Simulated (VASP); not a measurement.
Set up this calculation in VASP 6.6.1, as the native input.

| Item | Value |
| --- | --- |
| Task | relaxation of cell and atoms |
| Functional | PBEsol |
| Potentials or basis | VASP PAW PBE potentials, release 64 (Mo_sv) |
| Cutoff | 600 eV |
| k mesh | 15 × 15 × 15 |
| Occupations | fermi-dirac, width 0.1 eV |
| Spin | no spin polarisation |
| Dipole correction | no |
| Further INCAR settings | ALGO = Normal; EDIFF = 1e-06; IBRION = 2; EDIFFG = -0.005; NSW = 60; ISIF = 3 |

The structure of Mo lies in POSCAR:

```
Mo
1.0
    2.5501591596      0.0000000000      0.0000000000
    0.0000000000      2.5501591596      0.0000000000
    0.0000000000      0.0000000000      2.5501591596
Mo
1
Direct
    0.0000000000      0.0000000000      0.0000000000
```

These files were run (other wordings do the same):

INCAR

```
PREC = Accurate ; ENCUT = 600
EDIFF = 1E-6 ; ISMEAR = -1
SIGMA = 0.1 ; LREAL = False
LASPH = True ; NELM = 60
ALGO = Normal ; ISIF = 3
LWAVE = False ; LCHARG = False
GGA = PS ; IBRION = 2
NSW = 60 ; EDIFFG = -0.005
```

KPOINTS

```
regular mesh
0
Gamma
  15 15 15
```

Potentials or basis: VASP PAW PBE potentials, release 64 (Mo_sv).

The run is started by

```console
$ cat potpaw_PBE.64/Mo_sv/POTCAR > POTCAR
$ mpirun -np 1 vasp_std > vasp.out
```

It gave:

```yaml
Relaxed_volume: 17.04 Å³/atom
Relaxed_cell: a = 2.573 Å, b = 2.573 Å, c = 2.573 Å, α = 90.00°, β = 90.00°, γ = 90.00°
Space_group_after_relaxing_to_0.05_Å: Pm-3m (No. 221)
Energy_gained_by_relaxing: 8.1 meV/atom
Ionic_steps: 4
Pressure_after_relaxing: 0.0 GPa
Band_gap_on_the_k_mesh: zero (band 7 reaches 12.45 eV, above the bottom of band 8 at 9.97 eV)
```

Caveat: the PAW data sets were made with another functional, which shifts forces and pressure a little.

Run time: 44 s on 1 thread of Intel(R) Xeon(R) Platinum 8259CL CPU @ 2.50GHz (Skylake/Cascade Lake), on a shared host, peak memory 0.15 GiB.
